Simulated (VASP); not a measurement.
# MoH3 (Pm-3m) in VASP: further runs

MoH3 is run at these levels: PBE; tasks: single point.

All numbers are computed with VASP 6.6.1; they aren't measurements. Logs are shortened: lines on timing, memory, paths and dates and some standing lists are left out, and cuts for length are marked.

## 1. The cell of the first run

It takes space group Pm-3m (No. 221, cubic). Conventional cell: a = 2.907 Å, b = 2.907 Å, c = 2.907 Å, α = 90.00°, β = 90.00°, γ = 90.00°. Within 2.7 Å of H (site symmetry 4/mmm) lie 8 H at 2.06 Å and 4 Mo at 2.06 Å. Within 2.7 Å of Mo (site symmetry m-3m) lie 12 H at 2.06 Å.

## 2. Single point, PBE

INCAR

```
SYSTEM = MoH3
PREC = Accurate
ENCUT = 520
EDIFF = 1E-6
ISMEAR = 0
SIGMA = 0.1
LREAL = .False.
LASPH = .True.
NELM = 60
ALGO = Normal
ISIF = 2
LWAVE = .False.
LCHARG = .False.
GGA = PE
NBANDS = 16
```

KPOINTS

```
regular mesh
0
Gamma
  6 6 6
  0 0 0
```

POSCAR

```
MoH3
1.0
    2.9069523188      0.0000000000      0.0000000000
    0.0000000000      2.9069523188      0.0000000000
    0.0000000000      0.0000000000      2.9069523188
H Mo
3 1
Direct
    0.0000000000      0.5000000000      0.5000000000
    0.5000000000      0.0000000000      0.5000000000
    0.5000000000      0.5000000000      0.0000000000
    0.0000000000      0.0000000000      0.0000000000
```

Potentials or basis: VASP PAW PBE potentials, release 64 (H, Mo_sv).

On the command line:

```console
> cat potpaw_PBE.64/H/POTCAR potpaw_PBE.64/Mo_sv/POTCAR > POTCAR
> mpirun -np 1 vasp_std > vasp.out
```

OUTCAR:

```text
SYSTEM = MoH3
   PREC = Accurate
   ENCUT = 520
   EDIFF = 1E-6
   ISMEAR = 0
   LREAL = .False.
   LASPH = .True.
   NELM = 60
   ISIF = 2
   GGA = PE

 ion  position               nearest neighbor table
   1  0.000  0.500  0.500-   4 2.06   4 2.06   4 2.06   4 2.06
   2  0.500  0.000  0.500-   4 2.06   4 2.06   4 2.06   4 2.06
   3  0.500  0.500  0.000-   4 2.06   4 2.06   4 2.06   4 2.06
   4  0.000  0.000  0.000-   1 2.06   2 2.06   3 2.06   1 2.06   2 2.06   1 2.06   3 2.06   1 2.06
                             2 2.06   3 2.06   2 2.06   3 2.06

  LATTYP: Found a simple cubic cell.
 ALAT       =     2.9069523188

  Lattice vectors:

 A1 = (   2.9069523188,   0.0000000000,   0.0000000000)
 A2 = (   0.0000000000,   2.9069523188,   0.0000000000)
 A3 = (   0.0000000000,   0.0000000000,   2.9069523188)

Analysis of symmetry for initial positions (statically):
=====================================================================
 Subroutine PRICEL returns:
 Original cell was already a primitive cell.

 Routine SETGRP: Setting up the symmetry group for a
 simple cubic supercell.

 Subroutine GETGRP returns: Found 48 space group operations
 (whereof 48 operations were pure point group operations)
 out of a pool of 48 trial point group operations.

The static configuration has the point symmetry O_h .

Analysis of symmetry for dynamics (positions and initial velocities):
=====================================================================
 Subroutine PRICEL returns:
 Original cell was already a primitive cell.

 Routine SETGRP: Setting up the symmetry group for a
 simple cubic supercell.

 Subroutine GETGRP returns: Found 48 space group operations
 (whereof 48 operations were pure point group operations)
 out of a pool of 48 trial point group operations.

The dynamic configuration has the point symmetry O_h .

 Subroutine INISYM returns: Found 48 space group operations
 (whereof 48 operations are pure point group operations),
 and found     1 'primitive' translations

----------------------------------------------------------------------------------------

                                     Primitive cell

  volume of cell :      24.5648

  direct lattice vectors                    reciprocal lattice vectors
     2.906952319  0.000000000  0.000000000     0.344002890  0.000000000  0.000000000
     0.000000000  2.906952319  0.000000000     0.000000000  0.344002890  0.000000000
     0.000000000  0.000000000  2.906952319     0.000000000  0.000000000  0.344002890

  length of vectors
     2.906952319  2.906952319  2.906952319     0.344002890  0.344002890  0.344002890

  position of ions in fractional coordinates (direct lattice)
     0.000000000  0.500000000  0.500000000
     0.500000000  0.000000000  0.500000000
     0.500000000  0.500000000  0.000000000
     0.000000000  0.000000000  0.000000000

  ion indices of the primitive-cell ions
   primitive index   ion index
                 1           1
                 2           2
                 3           3
                 4           4

----------------------------------------------------------------------------------------

 KPOINTS: regular mesh

Automatic generation of k-mesh.
 Grid dimensions read from file:
 generate k-points for:    6    6    6

 Generating k-lattice:

  Cartesian coordinates                     Fractional coordinates (reciprocal lattice)
     0.057333815  0.000000000  0.000000000     0.166666667  0.000000000  0.000000000
     0.000000000  0.057333815  0.000000000     0.000000000  0.166666667  0.000000000
     0.000000000  0.000000000  0.057333815     0.000000000  0.000000000  0.166666667

  Length of vectors
     0.057333815  0.057333815  0.057333815

  Shift w.r.t. Gamma in fractional coordinates (k-lattice)
     0.000000000  0.000000000  0.000000000

 Subroutine IBZKPT returns following result:
 ===========================================

 Found     20 irreducible k-points:

 Following reciprocal coordinates:
            Coordinates               Weight
  0.000000  0.000000  0.000000      1.000000
  0.166667  0.000000  0.000000      6.000000
  0.333333  0.000000  0.000000      6.000000
  0.500000  0.000000  0.000000      3.000000
  0.166667  0.166667  0.000000     12.000000
  0.333333  0.166667  0.000000     24.000000
[... 12 lines left out ...]
  0.500000  0.500000  0.333333      6.000000
  0.500000  0.500000  0.500000      1.000000
   k-points           NKPTS =     20   k-points in BZ     NKDIM =     20   number of bands    NBANDS=     16
   number of dos      NEDOS =    301   number of ions     NIONS =      4
   total plane-waves  NPLWV =  13824
   dimension x,y,z NGX =    24 NGY =   24 NGZ =   24
   dimension x,y,z NGXF=    48 NGYF=   48 NGZF=   48
   ions per type =               3   1
   NGX,Y,Z   is equivalent  to a cutoff of  13.73, 13.73, 13.73 a.u.
   NGXF,Y,Z  is equivalent  to a cutoff of  27.45, 27.45, 27.45 a.u.
 SYSTEM =  MoH3
   PREC   = accura    normal or accurate (medium, high low for compatibility)
   ISTART =      0    job   : 0-new  1-cont  2-samecut
   ICHARG =      2    charge: 1-file 2-atom 10-const
   ISPIN  =      1    spin polarized calculation?
   LNONCOLLINEAR =      F non collinear calculations
   LSORBIT =      F    spin-orbit coupling
   LASPH  =      T    aspherical Exc in radial PAW
   ENCUT  =  520.0 eV  38.22 Ry    6.18 a.u.   5.41  5.41  5.41*2*pi/ulx,y,z
   NELM   =     60;   NELMIN=  2; NELMDL= -5     # of ELM steps
   EDIFF  = 0.1E-05   stopping-criterion for ELM
   LREAL  =      F    real-space projection
   EDIFFG = 0.1E-04   stopping-criterion for IOM
   NSW    =      0    number of steps for IOM
   IBRION =     -1    ionic relax: 0-MD 1-quasi-New 2-CG
   NFREE  =      0    steps in history (QN), initial steepest desc. (CG)
   ISIF   =      2    stress and relaxation
   ISYM   =      2    0-nonsym 1-usesym 2-fastsym
   POTIM  = 0.5000    time-step for ionic-motion
   TEBEG  =    0.0;   TEEND  =   0.0 temperature during run
   PSTRESS=    0.0 pullay stress
   NELECT =      17.0000    total number of electrons
   NUPDOWN=      -1.0000    fix difference up-down
   EMIN   =  10.00;   EMAX   =-10.00  energy-range for DOS
   EFERMI =   0.00;   METHOD = LEGACY
   ISMEAR =     0;   SIGMA  =   0.10  broadening in eV -4-tet -1-fermi 0-gaus
   EFERMI_NEDOS =   21; number of points for ismear=-14 and -15
   IALGO  =     38    algorithm
   IMIX   =      4    mixing-type and parameters
     AMIX     =   0.40;   BMIX     =  1.00
     AMIX_MAG =   1.60;   BMIX_MAG =  1.00
  volume/ion in A,a.u.               =       6.14        41.44
  Fermi-wavevector in a.u.,A,eV,Ry     =   1.448060  2.736437 28.529755  2.096878
  Thomas-Fermi vector in A             =   2.565944
   LORBIT       =      0    0 simple, 1 ext, 2 COOP (PROOUT), +10 PAW based schemes
   GGA     = PE    functional components
   LHFCALC =     F    Hartree Fock is set to
   AEXX    =    0.0000 exact exchange contribution
   IVDW    =     0    specifies the selected vdW correction
   LEPSILON=     F    determine dielectric tensor
   LRPA    =     F    only Hartree local field effects (RPA)
 non-spin polarized calculation
 Gauss-broadening in eV      SIGMA  =   0.10
  energy-cutoff  :      520.00
  volume of cell :       24.56
 maximum number of plane-waves:       691
 NGX is ok and might be reduce to    24
   NGX = 11   NGY = 11   NGZ = 11

 number of electron      16.9999998 magnetization

 Free energy of the ion-electron system (eV)
  ---------------------------------------------------
  ext. energy  EPLUGINS =         0.00000000
  ---------------------------------------------------
  free energy    TOTEN  =       -19.74461013 eV

  energy without entropy =      -19.72719569  energy(sigma->0) =      -19.73590291

 E-fermi :   9.2503     XC(G=0): -12.3739

 val. band max:        9.2142678188   @ k =   0.3333   0.3333   0.1667
 cond. band min:       9.3033969373   @ k =   0.3333   0.3333   0.0000
 fundamental gap:      0.0891291185
 Fermi energy:         9.2502772421

 k-point     1 :       0.0000    0.0000    0.0000
  band No.  band energies     occupation
      1     -52.1191      2.00000
      2     -25.9497      2.00000
      3     -25.9497      2.00000
      4     -25.9497      2.00000
      5      -2.7300      2.00000
      6       3.6428      2.00000
[... 8 lines left out ...]
     15      18.1404      0.00000
     16      23.8907      0.00000

 k-point     2 :       0.1667    0.0000    0.0000
  band No.  band energies     occupation
      1     -52.1042      2.00000
      2     -26.1105      2.00000
      3     -25.9361      2.00000
      4     -25.9361      2.00000
      5      -2.1556      2.00000
      6       3.7537      2.00000
[... 8 lines left out ...]
     15      19.3691      0.00000
     16      26.4812      0.00000

 k-point     3 :       0.3333    0.0000    0.0000
  band No.  band energies     occupation
      1     -52.0745      2.00000
      2     -26.4218      2.00000
      3     -25.9089      2.00000
      4     -25.9089      2.00000
      5      -0.6340      2.00000
      6       3.2119      2.00000
[... 8 lines left out ...]
     15      21.7169      0.00000
     16      26.3189      0.00000

 k-point     4 :       0.5000    0.0000    0.0000
  band No.  band energies     occupation
      1     -52.0595      2.00000
      2     -26.5727      2.00000
      3     -25.8952      2.00000
      4     -25.8952      2.00000
      5       1.2576      2.00000
      6       1.5520      2.00000
[... 8 lines left out ...]
     15      23.2426      0.00000
     16      23.2426      0.00000
[... 248 lines left out ...]
 k-point    18 :       0.5000    0.3333    0.3333
  band No.  band energies     occupation
      1     -51.9752      2.00000
      2     -26.4309      2.00000
      3     -26.2813      2.00000
      4     -26.2657      2.00000
      5       1.6747      2.00000
      6       2.8476      2.00000
[... 8 lines left out ...]
     15      19.2124      0.00000
     16      20.6330      0.00000

 k-point    19 :       0.5000    0.5000    0.3333
  band No.  band energies     occupation
      1     -51.9613      2.00000
      2     -26.4078      2.00000
      3     -26.4078      2.00000
      4     -26.2531      2.00000
      5       1.7024      2.00000
      6       2.5429      2.00000
[... 8 lines left out ...]
     15      18.9481      0.00000
     16      18.9481      0.00000

 k-point    20 :       0.5000    0.5000    0.5000
  band No.  band energies     occupation
      1     -51.9475      2.00000
      2     -26.3851      2.00000
      3     -26.3851      2.00000
      4     -26.3851      2.00000
      5       2.0169      2.00000
      6       2.0169      2.00000
[... 8 lines left out ...]
     15      16.8984      0.00000
     16      16.8984      0.00000

------------------------ aborting loop because EDIFF is reached ----------------------------------------

  FORCE on cell =-STRESS in cart. coord.  units (eV):
  Direction    XX          YY          ZZ          XY          YZ          ZX
  --------------------------------------------------------------------------------------
  -------------------------------------------------------------------------------------
  Total       -0.0063245     -0.0063245     -0.0063245      0.0000000     -0.0000000      0.0000000
  in kB       -0.4124974     -0.4124974     -0.4124974      0.0000000     -0.0000000      0.0000000
  external PRESSURE =      -0.4124974 kB  Pullay stress =       0.0000000 kB

 VOLUME and BASIS-vectors are now :
 -----------------------------------------------------------------------------
  energy-cutoff  :      520.00
  volume of cell :       24.56
      direct lattice vectors                 reciprocal lattice vectors
     2.906952319  0.000000000  0.000000000     0.344002890  0.000000000  0.000000000
     0.000000000  2.906952319  0.000000000     0.000000000  0.344002890  0.000000000
     0.000000000  0.000000000  2.906952319     0.000000000  0.000000000  0.344002890

 POSITION                                       TOTAL-FORCE (eV/Angst)
 -----------------------------------------------------------------------------------
      0.00000      1.45348      1.45348         0.000000      0.000000      0.000000
      1.45348      0.00000      1.45348         0.000000      0.000000      0.000000
      1.45348      1.45348      0.00000         0.000000      0.000000      0.000000
      0.00000      0.00000      0.00000         0.000000      0.000000      0.000000
 -----------------------------------------------------------------------------------
    total drift:                                0.000000      0.000000      0.000000

  FREE ENERGIE OF THE ION-ELECTRON SYSTEM (eV)
  ---------------------------------------------------
  free  energy   TOTEN  =       -19.7446101265 eV

  energy  without entropy=      -19.7271956859  energy(sigma->0) =      -19.73590291
```

Run time: 12 s. Hardware: 1 thread of Intel Xeon Platinum 8259CL at 2.50GHz (Skylake/Cascade Lake), shared host; peak memory 0.14 GiB.

What came out:

| Property | Result |
| --- | --- |
| Free energy | -19.7446 eV |
| Pressure | 0.0 GPa |

Caveat: the k points lie up to 0.36 Å⁻¹ apart.

## 3. Single point, PBE

This run uses another cell than the first one, of 10.99 Å³/atom, 1.790 times its volume.

INCAR

```
PREC = Accurate
ENCUT = 520
EDIFF = 1E-6
ISMEAR = 0
SIGMA = 0.1
LREAL = False
LASPH = True
NELM = 60
ALGO = Normal
ISIF = 2
LWAVE = False
LCHARG = True
GGA = PE
LELF = True
LVHAR = True
NBANDS = 16
```

KPOINTS

```
Automatic mesh
0
Gamma
  6 6 6
```

POSCAR

```
MoH3
1.0
    3.5294525300      0.0000000000      0.0000000000
    0.0000000000      3.5294525300      0.0000000000
    0.0000000000      0.0000000000      3.5294525300
H Mo
3 1
Direct
    0.0000000000      0.5000000000      0.5000000000
    0.5000000000      0.0000000000      0.5000000000
    0.5000000000      0.5000000000      0.0000000000
    0.0000000000      0.0000000000      0.0000000000
```

Potentials or basis: VASP PAW PBE potentials, release 64 (H, Mo_sv).

On the command line:

```console
> cat potpaw_PBE.64/H/POTCAR potpaw_PBE.64/Mo_sv/POTCAR > POTCAR
> mpirun -np 1 vasp_std > vasp.out
```

It took 21 s on 1 thread of Intel Xeon Platinum 8259CL at 2.50GHz (Skylake/Cascade Lake), shared host; peak memory 0.16 GiB.

It converged, with:

| Property | Result |
| --- | --- |
| Free energy | -16.3066 eV |
| Pressure | -34.8 GPa |

Levels at points of the mesh, in eV from the Fermi level:
| k point | band 4 | band 5 | band 6 | band 7 | band 8 | band 9 | band 10 | band 11 | band 12 | band 13 |
| --- | --- | --- | --- | --- | --- | --- | --- | --- | --- | --- |
| (0.00, 0.00, 0.00) | -35.48 | -7.58 | -2.81 | -2.81 | 0.58 | 0.58 | 0.58 | 3.19 | 3.19 | 7.08 |
| (0.50, 0.00, 0.00) | -35.47 | -4.90 | -4.89 | -1.45 | -0.32 | -0.32 | 0.66 | 0.66 | 1.60 | 6.81 |
| (0.50, 0.50, 0.00) | -35.47 | -4.35 | -2.70 | -2.70 | -1.59 | -0.14 | -0.14 | 1.18 | 3.43 | 3.94 |
| (0.50, 0.50, 0.50) | -35.53 | -3.83 | -3.83 | -3.83 | 1.24 | 1.24 | 3.63 | 3.63 | 3.63 | 3.99 |

## 4. Single point, PBE, collinear spin, ferromagnetic start

INCAR

```
SYSTEM = MoH3
ALGO = Normal ; EDIFF = 1E-6
ENCUT = 520 ; GGA = PE
ISIF = 2 ; ISMEAR = 0
ISPIN = 2 ; LASPH = .True.
LCHARG = .False. ; LMAXMIX = 4
LORBIT = 11 ; LREAL = .False.
LWAVE = .False. ; MAGMOM = 0 0 0 1
NBANDS = 20 ; NELM = 150
PREC = Accurate ; SIGMA = 0.1
```

KPOINTS

```
k-points
0
Gamma
  6 6 6
  0 0 0
```

POSCAR

```
MoH3
1.0
    2.9069523188      0.0000000000      0.0000000000
    0.0000000000      2.9069523188      0.0000000000
    0.0000000000      0.0000000000      2.9069523188
H Mo
3 1
Direct
    0.0000000000      0.5000000000      0.5000000000
    0.5000000000      0.0000000000      0.5000000000
    0.5000000000      0.5000000000      0.0000000000
    0.0000000000      0.0000000000      0.0000000000
```

On the command line:

```console
> cat potpaw_PBE.64/H/POTCAR potpaw_PBE.64/Mo_sv/POTCAR > POTCAR
> mpirun -np 1 vasp_std > vasp.out
```

Run time: 28 s. Hardware: 1 thread of Intel Xeon Platinum 8259CL at 2.50GHz (Skylake/Cascade Lake), shared host; peak memory 0.15 GiB.

The run converged. Its results:

| Property | Result |
| --- | --- |
| Free energy | -19.7888 eV |
| Pressure | 3.7 GPa |
| Net moment | 1.34 μB per cell |
| Site moments | H -0.01; Mo +1.22 μB |
| Valence electrons inside the program's atomic spheres | H 0.53; Mo 12.47 |

Levels at points of the mesh, in eV from the Fermi level:
Spin up:
| k point | band 6 | band 7 | band 8 | band 9 | band 10 | band 11 | band 12 | band 13 |
| --- | --- | --- | --- | --- | --- | --- | --- | --- |
| (0.00, 0.00, 0.00) | -5.87 | -5.87 | 1.00 | 1.00 | 1.00 | 5.86 | 5.86 | 8.62 |
| (0.50, 0.00, 0.00) | -7.81 | -3.70 | -1.43 | -1.43 | 0.39 | 1.22 | 3.57 | 11.88 |
| (0.50, 0.50, 0.00) | -4.29 | -4.29 | -3.57 | -0.91 | -0.91 | 2.72 | 6.70 | 8.17 |
| (0.50, 0.50, 0.50) | -7.51 | -7.51 | 2.90 | 2.90 | 3.64 | 5.76 | 5.76 | 5.76 |
Spin down:
```csv
k point,band 4,band 5,band 6,band 7,band 8,band 9,band 10,band 11,band 12,band 13
"(0.00, 0.00, 0.00)",-34.77,-11.91,-5.40,-5.40,2.14,2.14,2.14,5.97,5.97,9.09
"(0.50, 0.00, 0.00)",-34.72,-7.87,-7.69,-3.02,-0.40,-0.40,0.37,2.37,4.23,12.15
"(0.50, 0.50, 0.00)",-34.67,-8.15,-4.17,-4.17,-2.91,0.15,0.15,3.47,7.38,8.92
"(0.50, 0.50, 0.50)",-35.21,-7.04,-7.04,-7.04,3.65,3.65,3.82,6.27,6.27,6.27
```

Caveat: the k points lie up to 0.36 Å⁻¹ apart.

## 5. The runs side by side

| spin | cell | gap on the mesh (eV) | pressure (GPa) |
| --- | --- | --- | --- |
| off | a = 2.907 Å, 4 atoms | none | 0.0 |
| off | a = 3.529 Å, 4 atoms | none | -34.8 |
| collinear, ferromagnetic start | a = 2.907 Å, 4 atoms | none | 3.7 |

Alike in all rows: task single point; level PBE; potentials or basis VASP PAW PBE potentials, release 64 (H, Mo_sv); k mesh 6 × 6 × 6; cutoff (eV) 520; smearing gaussian 0.1 eV.

Caveats: some runs use coarse meshes.

Absolute energies hang on the potentials; compare differences alone.
